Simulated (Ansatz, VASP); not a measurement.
# Cd2InGaO4 in VASP and in Ansatz

INCAR

```
PREC = Accurate
ENCUT = 520
EDIFF = 1E-6
ISMEAR = 0
SIGMA = 0.1
LREAL = F
LASPH = T
NELM = 80
ALGO = Normal
ISIF = 2
LWAVE = F
LCHARG = F
GGA = PE
NBANDS = 47
```

Contents of KPOINTS:

```
regular mesh
0
Gamma
  4 4 4
```

The input POSCAR:

```
Cd2InGaO4
1.0
    4.4502059400      0.0000000000      0.0000000000
    0.0000000000      4.4502059400      0.0000000000
    0.0000000000      0.0000000000      5.3064299900
Cd In Ga O
2 1 1 4
Direct
    0.5000000000      0.5000000000      0.2500000000
    0.5000000000      0.5000000000      0.7500000000
    0.0000000000      0.0000000000      0.0000000000
    0.0000000000      0.0000000000      0.5000000000
    0.5000000000      0.0000000000      0.0000000000
    0.0000000000      0.5000000000      0.0000000000
    0.5000000000      0.0000000000      0.5000000000
    0.0000000000      0.5000000000      0.5000000000
```

Input for Ansatz:

```yaml
crystal:
  lattice:
    - [4.45020594, 0.0, 0.0]
    - [0.0, 4.45020594, 0.0]
    - [0.0, 0.0, 5.30642999]
  atoms:
    - { symbol: Cd, position: [0.5, 0.5, 0.25] }
    - { symbol: Cd, position: [0.5, 0.5, 0.75] }
    - { symbol: In, position: [0.0, 0.0, 0.0] }
    - { symbol: Ga, position: [0.0, 0.0, 0.5] }
    - { symbol: O, position: [0.5, 0.0, 0.0] }
    - { symbol: O, position: [0.0, 0.5, 0.0] }
    - { symbol: O, position: [0.5, 0.0, 0.5] }
    - { symbol: O, position: [0.0, 0.5, 0.5] }
basis:
  ecutwfc: 420
kpoints:
  mp_grid: { grid: [4, 4, 4] }
hamiltonian:
  xc: pbe
scf:
  occupations: { method: gaussian, width: 0.1 }
  lower_state_search: "off"
output:
  forces: true
  stress: true
  eigenvalues: true
```

Alike in both runs: task single point; functional PBE; k mesh 4 × 4 × 4; occupations gaussian, width 0.1 eV; no spin polarisation.

```csv
,VASP,Ansatz
version,VASP 6.6.1,Ansatz 0.2.0
potentials or method,"VASP PAW PBE potentials, release 64 (Cd, In_d, Ga_d, O), cutoff 520 eV","scalar-relativistic, plane waves, PAW"
valence electrons in the cell,74,90
```

```csv
,VASP,Ansatz,Ansatz less VASP
gap on the k mesh at the Fermi level (eV),none,none,-
pressure (GPa),2.0,1.4,-0.65
"traceless stress, the component that is largest in VASP (GPa)",30.64,30.64,-0.008
rms of the force components (eV/Å),0.070,0.069,-0.0006
```

Atom by atom the forces differ by 0.001 eV/Å (rms over components). A gap of «none» marks a metal or a gap that the smearing closes. With one functional, cell and mesh, what is left measures potentials, basis and numerics. VASP's potentials hold 74 valence electrons a cell and Ansatz's 90, so a difference there can come from the potentials and not from the codes.
